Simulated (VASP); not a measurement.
# Be (Pm-3m) in VASP: notebook

The runs below take Be through single point, relaxation of cell and atoms, with PBE.

Everything below comes from runs of VASP 6.6.1. Logs are shortened: lines on timing, memory, paths and dates and some standing lists are left out, and cuts for length are marked.

## 1. The cell of the first run

Symmetry: Pm-3m, No. 221, cubic system. The conventional cell has a = 2.229 Å, b = 2.229 Å, c = 2.229 Å, α = 90.00°, β = 90.00°, γ = 90.00°. Be (site symmetry m-3m) has 6 Be at 2.23 Å within 2.9 Å.

## 2. Single point, PBE (volume scaled by 1.08)

The input, INCAR:

```
SYSTEM = Be
  PREC = Accurate
  ENCUT = 520
  EDIFF = 1E-6
  ISMEAR = -1
  SIGMA = 0.1
  LREAL = .FALSE.
  LASPH = .TRUE.
  NELM = 80
  ALGO = Normal
  ISIF = 2
  LWAVE = .FALSE.
  LCHARG = .FALSE.
  GGA = PE
  NBANDS = 7
```

The input, KPOINTS:

```
regular mesh
0
G
  16 16 16
  0 0 0
```

The input, POSCAR:

```
Be
1.0
    2.2293272215      0.0000000000      0.0000000000
    0.0000000000      2.2293272215      0.0000000000
    0.0000000000      0.0000000000      2.2293272215
Be
1
Direct
    0.0000000000      0.0000000000      0.0000000000
```

Potentials or basis: VASP PAW PBE potentials, release 64 (Be).

Started as:

```sh
> cat potpaw_PBE.64/Be/POTCAR > POTCAR
> mpirun -np 1 vasp_std > vasp.out
```

OUTCAR:

```text
SYSTEM = Be
   PREC = Accurate
   ENCUT = 520
   EDIFF = 1E-6
   ISMEAR = -1
   LREAL = .FALSE.
   LASPH = .TRUE.
   NELM = 80
   ISIF = 2
   GGA = PE

 ion  position               nearest neighbor table
   1  0.000  0.000  0.000-

  LATTYP: Found a simple cubic cell.
 ALAT       =     2.2293272215

  Lattice vectors:

 A1 = (   2.2293272215,   0.0000000000,   0.0000000000)
 A2 = (   0.0000000000,   2.2293272215,   0.0000000000)
 A3 = (   0.0000000000,   0.0000000000,   2.2293272215)

Analysis of symmetry for initial positions (statically):
=====================================================================
 Subroutine PRICEL returns:
 Original cell was already a primitive cell.

 Routine SETGRP: Setting up the symmetry group for a
 simple cubic supercell.

 Subroutine GETGRP returns: Found 48 space group operations
 (whereof 48 operations were pure point group operations)
 out of a pool of 48 trial point group operations.

The static configuration has the point symmetry O_h .

Analysis of symmetry for dynamics (positions and initial velocities):
=====================================================================
 Subroutine PRICEL returns:
 Original cell was already a primitive cell.

 Routine SETGRP: Setting up the symmetry group for a
 simple cubic supercell.

 Subroutine GETGRP returns: Found 48 space group operations
 (whereof 48 operations were pure point group operations)
 out of a pool of 48 trial point group operations.

The dynamic configuration has the point symmetry O_h .

 Subroutine INISYM returns: Found 48 space group operations
 (whereof 48 operations are pure point group operations),
 and found     1 'primitive' translations

----------------------------------------------------------------------------------------

                                     Primitive cell

  volume of cell :      11.0795

  direct lattice vectors                    reciprocal lattice vectors
     2.229327222  0.000000000  0.000000000     0.448565823  0.000000000  0.000000000
     0.000000000  2.229327222  0.000000000     0.000000000  0.448565823  0.000000000
     0.000000000  0.000000000  2.229327222     0.000000000  0.000000000  0.448565823

  length of vectors
     2.229327222  2.229327222  2.229327222     0.448565823  0.448565823  0.448565823

  position of ions in fractional coordinates (direct lattice)
     0.000000000  0.000000000  0.000000000

  ion indices of the primitive-cell ions
   primitive index   ion index
                 1           1

----------------------------------------------------------------------------------------

 KPOINTS: regular mesh

Automatic generation of k-mesh.
 Grid dimensions read from file:
 generate k-points for:   16   16   16

 Generating k-lattice:

  Cartesian coordinates                     Fractional coordinates (reciprocal lattice)
     0.028035364  0.000000000  0.000000000     0.062500000  0.000000000  0.000000000
     0.000000000  0.028035364  0.000000000     0.000000000  0.062500000  0.000000000
     0.000000000  0.000000000  0.028035364     0.000000000  0.000000000  0.062500000

  Length of vectors
     0.028035364  0.028035364  0.028035364

  Shift w.r.t. Gamma in fractional coordinates (k-lattice)
     0.000000000  0.000000000  0.000000000

 Subroutine IBZKPT returns following result:
 ===========================================

 Found    165 irreducible k-points:

 Following reciprocal coordinates:
            Coordinates               Weight
  0.000000  0.000000  0.000000      1.000000
  0.062500  0.000000  0.000000      6.000000
  0.125000  0.000000  0.000000      6.000000
  0.187500  0.000000  0.000000      6.000000
  0.250000  0.000000  0.000000      6.000000
  0.312500  0.000000  0.000000      6.000000
[... 16 lines left out ...]
  0.437500  0.125000  0.000000     24.000000
  0.500000  0.125000  0.000000     12.000000
 [... further k-points ...]
   k-points           NKPTS =    165   k-points in BZ     NKDIM =    165   number of bands    NBANDS=      7
   number of dos      NEDOS =    301   number of ions     NIONS =      1
   total plane-waves  NPLWV =   5832
   dimension x,y,z NGX =    18 NGY =   18 NGZ =   18
   dimension x,y,z NGXF=    36 NGYF=   36 NGZF=   36
   ions per type =               1
   NGX,Y,Z   is equivalent  to a cutoff of  13.42, 13.42, 13.42 a.u.
   NGXF,Y,Z  is equivalent  to a cutoff of  26.85, 26.85, 26.85 a.u.
 SYSTEM =  Be
   PREC   = accura    normal or accurate (medium, high low for compatibility)
   ISTART =      0    job   : 0-new  1-cont  2-samecut
   ICHARG =      2    charge: 1-file 2-atom 10-const
   ISPIN  =      1    spin polarized calculation?
   LNONCOLLINEAR =      F non collinear calculations
   LSORBIT =      F    spin-orbit coupling
   LASPH  =      T    aspherical Exc in radial PAW
   ENCUT  =  520.0 eV  38.22 Ry    6.18 a.u.   4.15  4.15  4.15*2*pi/ulx,y,z
   NELM   =     80;   NELMIN=  2; NELMDL= -5     # of ELM steps
   EDIFF  = 0.1E-05   stopping-criterion for ELM
   LREAL  =      F    real-space projection
   EDIFFG = 0.1E-04   stopping-criterion for IOM
   NSW    =      0    number of steps for IOM
   IBRION =     -1    ionic relax: 0-MD 1-quasi-New 2-CG
   NFREE  =      0    steps in history (QN), initial steepest desc. (CG)
   ISIF   =      2    stress and relaxation
   ISYM   =      2    0-nonsym 1-usesym 2-fastsym
   POTIM  = 0.5000    time-step for ionic-motion
   TEBEG  =    0.0;   TEEND  =   0.0 temperature during run
   PSTRESS=    0.0 pullay stress
   NELECT =       2.0000    total number of electrons
   NUPDOWN=      -1.0000    fix difference up-down
   EMIN   =  10.00;   EMAX   =-10.00  energy-range for DOS
   EFERMI =   0.00;   METHOD = LEGACY
   ISMEAR =    -1;   SIGMA  =   0.10  broadening in eV -4-tet -1-fermi 0-gaus
   EFERMI_NEDOS =   21; number of points for ismear=-14 and -15
   IALGO  =     38    algorithm
   IMIX   =      4    mixing-type and parameters
     AMIX     =   0.40;   BMIX     =  1.00
     AMIX_MAG =   1.60;   BMIX_MAG =  1.00
  volume/ion in A,a.u.               =      11.08        74.77
  Fermi-wavevector in a.u.,A,eV,Ry     =   0.925219  1.748410 11.646987  0.856029
  Thomas-Fermi vector in A             =   2.051049
   LORBIT       =      0    0 simple, 1 ext, 2 COOP (PROOUT), +10 PAW based schemes
   GGA     = PE    functional components
[... 5 lines left out ...]
 non-spin polarized calculation
  energy-cutoff  :      520.00
  volume of cell :       11.08
 maximum number of plane-waves:       308
 NGX is ok and might be reduce to    18
   NGX =  9   NGY =  9   NGZ =  9

 number of electron       2.0000000 magnetization

 Free energy of the ion-electron system (eV)
  ---------------------------------------------------
  ext. energy  EPLUGINS =         0.00000000
  ---------------------------------------------------
  free energy    TOTEN  =        -2.75758944 eV

  energy without entropy =       -2.74495971  energy(sigma->0) =       -2.75127458

 E-fermi :   4.1898     XC(G=0):  -9.5258

 val. band max:        4.1574312466   @ k =   0.5000   0.3125   0.1250
 cond. band min:       4.2120906800   @ k =   0.5000   0.3125   0.2500
 fundamental gap:      0.0546594334
 Fermi energy:         4.1897804593

 k-point     1 :       0.0000    0.0000    0.0000
  band No.  band energies     occupation
      1      -5.0297      2.00000
      2      17.0359      0.00000
      3      17.0359      0.00000
      4      17.0359      0.00000
      5      22.6127      0.00000
      6      22.6127      0.00000
      7      30.5514      0.00000

 k-point     2 :       0.0625    0.0000    0.0000
  band No.  band energies     occupation
      1      -4.9363      2.00000
      2      15.7976      0.00000
      3      17.1263      0.00000
      4      17.1263      0.00000
      5      22.7254      0.00000
      6      23.9655      0.00000
      7      30.4966      0.00000

 k-point     3 :       0.1250    0.0000    0.0000
  band No.  band energies     occupation
      1      -4.6564      2.00000
      2      13.5075      0.00000
      3      17.3935      0.00000
      4      17.3935      0.00000
      5      23.0623      0.00000
      6      26.4963      0.00000
      7      30.4271      0.00000

 k-point     4 :       0.1875    0.0000    0.0000
  band No.  band energies     occupation
      1      -4.1916      2.00000
      2      11.1163      0.00000
      3      17.8245      0.00000
      4      17.8245      0.00000
      5      23.6199      0.00000
      6      28.4795      0.00000
      7      31.0829      0.00000

 k-point     5 :       0.2500    0.0000    0.0000
  band No.  band energies     occupation
      1      -3.5451      2.00000
      2       8.8299      0.00000
      3      18.3930      0.00000
      4      18.3930      0.00000
      5      24.3897      0.00000
      6      28.6929      0.00000
      7      33.3721      0.00000
[... 161 lines left out ...]
 k-point    22 :       0.3750    0.1250    0.0000
  band No.  band energies     occupation
      1      -1.3611      2.00000
      2       5.0753      0.00029
      3      17.0863      0.00000
      4      20.0370      0.00000
      5      24.9091      0.00000
      6      28.9113      0.00000
      7      32.7507      0.00000

 k-point    23 :       0.4375    0.1250    0.0000
  band No.  band energies     occupation
      1      -0.3004      2.00000
      2       3.4715      1.99848
      3      17.8197      0.00000
      4      20.5449      0.00000
      5      23.8532      0.00000
      6      29.8685      0.00000
      7      31.7695      0.00000

 k-point    24 :       0.5000    0.1250    0.0000
  band No.  band energies     occupation
      1       0.3624      2.00000
      2       2.6268      2.00000
      3      18.1451      0.00000
      4      20.7426      0.00000
      5      23.4135      0.00000
      6      30.7421      0.00000
      7      30.9129      0.00000

 [... further k-points ...]

------------------------ aborting loop because EDIFF is reached ----------------------------------------

  FORCE on cell =-STRESS in cart. coord.  units (eV):
  Direction    XX          YY          ZZ          XY          YZ          ZX
  --------------------------------------------------------------------------------------
  -------------------------------------------------------------------------------------
  Total       -0.3412763     -0.3412763     -0.3412763      0.0000000      0.0000000     -0.0000000
  in kB      -49.3509216    -49.3509216    -49.3509216      0.0000000      0.0000000     -0.0000000
  external PRESSURE =     -49.3509216 kB  Pullay stress =       0.0000000 kB

 VOLUME and BASIS-vectors are now :
 -----------------------------------------------------------------------------
  energy-cutoff  :      520.00
  volume of cell :       11.08
      direct lattice vectors                 reciprocal lattice vectors
     2.229327222  0.000000000  0.000000000     0.448565823  0.000000000  0.000000000
     0.000000000  2.229327222  0.000000000     0.000000000  0.448565823  0.000000000
     0.000000000  0.000000000  2.229327222     0.000000000  0.000000000  0.448565823

 POSITION                                       TOTAL-FORCE (eV/Angst)
 -----------------------------------------------------------------------------------
      0.00000      0.00000      0.00000         0.000000      0.000000      0.000000
 -----------------------------------------------------------------------------------
    total drift:                                0.000000      0.000000     -0.000000

  FREE ENERGIE OF THE ION-ELECTRON SYSTEM (eV)
  ---------------------------------------------------
  free  energy   TOTEN  =        -2.7575894447 eV

  energy  without entropy=       -2.7449597147  energy(sigma->0) =       -2.75127458
```

It took 3.4 s on 1 thread of Intel Xeon 6975P-C (Granite Rapids), shared host; peak memory 0.12 GiB.

What came out:

* Free energy: -2.7576 eV
* Pressure: -4.9 GPa
* Band gap on the k mesh: zero (band 1 reaches 9.32 eV, above the bottom of band 2 at 2.37 eV)

Levels at points of the mesh, in eV from the Fermi level:
```tsv
k point	band 1	band 2	band 3	band 4	band 5	band 6
(0.00, 0.00, 0.00)	-9.22	12.85	12.85	12.85	18.42	18.42
(0.50, 0.00, 0.00)	-4.26	-1.82	16.24	16.24	23.57	23.92
(0.50, 0.50, 0.00)	0.74	0.74	6.51	6.58	19.03	30.87
(0.50, 0.50, 0.50)	5.13	5.13	5.13	12.79	12.79	12.79
```

Caveat: the cell differs from its parent crystal (volume scaled by 1.08).

## 3. Single point, PBE (volume scaled by 1.12)

The input, INCAR:

```
SYSTEM = Be
  ALGO = Normal
  EDIFF = 1E-7
  ENCUT = 520
  GGA = PE
  ISIF = 2
  ISMEAR = -1
  LASPH = .TRUE.
  LCHARG = .FALSE.
  LREAL = .FALSE.
  LWAVE = .FALSE.
  NBANDS = 7
  NELM = 80
  PREC = Accurate
  SIGMA = 0.1
```

The input, KPOINTS:

```
k-points
0
G
  16 16 16
  0 0 0
```

The input, POSCAR:

```
Be
1.0
    2.2565168185      0.0000000000      0.0000000000
    0.0000000000      2.2565168185      0.0000000000
    0.0000000000      0.0000000000      2.2565168185
Be
1
Direct
    0.0000000000      0.0000000000      0.0000000000
```

Potentials or basis: VASP PAW PBE potentials, release 64 (Be).

Started as:

```sh
> cat potpaw_PBE.64/Be/POTCAR > POTCAR
> mpirun -np 1 vasp_std > vasp.out
```

OUTCAR:

```text
SYSTEM = Be
   EDIFF = 1E-7
   ENCUT = 520
   GGA = PE
   ISIF = 2
   ISMEAR = -1
   LASPH = .TRUE.
   LREAL = .FALSE.
   NELM = 80
   PREC = Accurate

 ion  position               nearest neighbor table
   1  0.000  0.000  0.000-

  LATTYP: Found a simple cubic cell.
 ALAT       =     2.2565168185

  Lattice vectors:

 A1 = (   2.2565168185,   0.0000000000,   0.0000000000)
 A2 = (   0.0000000000,   2.2565168185,   0.0000000000)
 A3 = (   0.0000000000,   0.0000000000,   2.2565168185)

[... 416 lines left out ...]
      6      29.9183      0.00000
      7      30.0387      0.00000

 [... further k-points ...]

------------------------ aborting loop because EDIFF is reached ----------------------------------------

  FORCE on cell =-STRESS in cart. coord.  units (eV):
  Direction    XX          YY          ZZ          XY          YZ          ZX
  --------------------------------------------------------------------------------------
  -------------------------------------------------------------------------------------
  Total       -0.4964413     -0.4964413     -0.4964413      0.0000000      0.0000000      0.0000000
  in kB      -69.2249691    -69.2249691    -69.2249691      0.0000000      0.0000000      0.0000000
  external PRESSURE =     -69.2249691 kB  Pullay stress =       0.0000000 kB

 VOLUME and BASIS-vectors are now :
 -----------------------------------------------------------------------------
  energy-cutoff  :      520.00
  volume of cell :       11.49
      direct lattice vectors                 reciprocal lattice vectors
     2.256516819  0.000000000  0.000000000     0.443160889  0.000000000  0.000000000
     0.000000000  2.256516819  0.000000000     0.000000000  0.443160889  0.000000000
     0.000000000  0.000000000  2.256516819     0.000000000  0.000000000  0.443160889

 POSITION                                       TOTAL-FORCE (eV/Angst)
 -----------------------------------------------------------------------------------
      0.00000      0.00000      0.00000         0.000000      0.000000      0.000000
 -----------------------------------------------------------------------------------
    total drift:                                0.000000     -0.000000     -0.000000

  FREE ENERGIE OF THE ION-ELECTRON SYSTEM (eV)
  ---------------------------------------------------
  free  energy   TOTEN  =        -2.7423355594 eV

  energy  without entropy=       -2.7296040367  energy(sigma->0) =       -2.73596980
```

Run time: 3.8 s. Hardware: 1 thread of Intel Xeon 6975P-C (Granite Rapids), shared host; peak memory 0.11 GiB.

What came out:

```yaml
Free_energy: -2.7423 eV
Pressure: -6.9 GPa
Band_gap_on_the_k_mesh: zero (band 1 reaches 8.94 eV, above the bottom of band 2 at 2.09 eV)
```

Caveat: the cell differs from its parent crystal (volume scaled by 1.12).

## 4. Relaxation of cell and atoms, PBE

This run uses another cell than the first one, of 8.76 Å³/atom, 0.791 times its volume.

The input, INCAR:

```
SYSTEM = Be
  ALGO = Normal
  EDIFF = 1E-7
  EDIFFG = -0.01
  ENCUT = 600
  GGA = PE
  IBRION = 2
  ISIF = 3
  ISMEAR = -1
  LASPH = .True.
  LCHARG = .False.
  LREAL = .False.
  LWAVE = .False.
  NELM = 60
  NSW = 80
  PREC = Accurate
  SIGMA = 0.1
```

The input, KPOINTS:

```
k-points
0
Gamma
  15 15 15
  0 0 0
```

The input, POSCAR:

```
Be
1.0
    2.0615590750      0.0000000000      0.0000000000
    0.0000000000      2.0615590750      0.0000000000
    0.0000000000      0.0000000000      2.0615590750
Be
1
Direct
    0.0000000000      0.0000000000      0.0000000000
```

Started as:

```sh
> cat potpaw_PBE.64/Be/POTCAR > POTCAR
> mpirun -np 1 vasp_std > vasp.out
```

Wall time 2.9 s (1 thread of Intel Xeon 6975P-C (Granite Rapids), shared host); peak memory 0.11 GiB.

Results (log left out):

```yaml
Free_energy: -2.7677 eV
Relaxed_volume: 10.27 Å³/atom
Relaxed_cell: a = 2.174 Å, b = 2.174 Å, c = 2.174 Å, α = 90.00°, β = 90.00°, γ = 90.00°
Space_group_after_relaxing_to_0.05_Å: Pm-3m (No. 221)
Energy_gained_by_relaxing: 64.9 meV/atom
Ionic_steps: 4
Pressure_after_relaxing: 0.0 GPa
Band_gap_on_the_k_mesh: zero (band 1 reaches 9.65 eV, above the bottom of band 2 at 3.26 eV)
```

Step by step:
| step | energy change (eV) | largest force (eV/Å) | pressure (GPa) | volume (Å³) |
| --- | --- | --- | --- | --- |
| 1 | 0.0000 | 0.0000 | 15.49 | 8.76 |
| 2 | -0.0613 | 0.0000 | 3.09 | 9.88 |
| 3 | -0.0649 | 0.0000 | -0.43 | 10.33 |
| 4 | -0.0649 | 0.0000 | -0.02 | 10.27 |

Final structure:
```yaml
crystal:
  lattice:
    - [2.17373, 0.00000, 0.00000]
    - [0.00000, 2.17373, 0.00000]
    - [0.00000, 0.00000, 2.17373]
  atoms:
    - { symbol: Be, position: [0.00000, 0.00000, 0.00000] }
```

Levels at points of the mesh, in eV from the Fermi level:
| k point | band 1 | band 2 | band 3 | band 4 | band 5 |
| --- | --- | --- | --- | --- | --- |
| (0.00, 0.00, 0.00) | -9.70 | 13.50 | 13.50 | 13.50 | 19.16 |

Caveat: the volume moved by over 15 % at a fixed basis, so the end points are rough.

(Part 1 of 2 ends here.)
